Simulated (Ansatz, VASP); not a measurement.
## Two plane-wave programs on Te2Mo

```
CELL_PARAMETERS angstrom
3.56039 0.00000 0.00000
-1.78020 3.08339 0.00000
0.00000 0.00000 24.81126
ATOMIC_POSITIONS crystal
Te 0.33333 0.66667 0.22364
Te 0.66667 0.33333 0.92063
Te 0.66667 0.33333 0.77596
Te 0.33333 0.66667 0.07937
Mo 0.66667 0.33333 0.15154
Mo 0.33333 0.66667 0.84846
```

Alike in both runs: task single point; functional PBE; k mesh 8 × 8 × 1; occupations gaussian, width 0.1 eV; no spin polarisation.

```csv
,VASP,Ansatz
version,VASP 6.6.1,Ansatz 0.2.0
potentials or method,"VASP PAW PBE potentials, release 64 (Te, Mo_sv), cutoff 500 eV","scalar-relativistic, plane waves, PAW"
valence electrons in the cell,52,92
```

Ansatz gave:

* rms of the force components (eV/Å): 0.094

Which values does VASP return?

rms of the force components (eV/Å): 0.101.

Atom by atom the forces differ by 0.007 eV/Å (rms over components). The functional is the same, so the differences come from potentials, cutoffs and numerics. VASP's potentials hold 52 valence electrons a cell and Ansatz's 92, so a difference there can come from the potentials and not from the codes.

Neither program's run includes spin-orbit coupling.
